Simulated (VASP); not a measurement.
A run of VASP 6.6.1 is set up as follows.

The input INCAR:

```
PREC = Accurate
ENCUT = 520
EDIFF = 1E-6
ISMEAR = -1
SIGMA = 0.1
LREAL = F
LASPH = T
NELM = 80
ALGO = Normal
ISIF = 2
LWAVE = F
LCHARG = T
GGA = B5
ALDAX = 1.0
AGGAX = 1.0
AGGAC = 1.0
ALDAC = 0.0
LELF = T
LVHAR = T
NBANDS = 8
```

Contents of KPOINTS:

```
regular mesh
0
Gamma
  15 15 15
```

POSCAR

```
P
1.0
    0.0000000000      2.0844832315      2.0844832315
    2.0844832315      0.0000000000      2.0844832315
    2.0844832315      2.0844832315      0.0000000000
P
1
Direct
    0.0000000000      0.0000000000      0.0000000000
```

Potentials or basis: VASP PAW PBE potentials, release 64 (P).

Run with:

```console
$ cat potpaw_PBE.64/P/POTCAR > POTCAR
$ mpirun -np 1 vasp_std > vasp.out
```

(1) What does it give for the pressure?

Results:

(1) -4.4 GPa.

Caveat: the PAW data sets were made with another functional, which shifts forces and pressure a little.
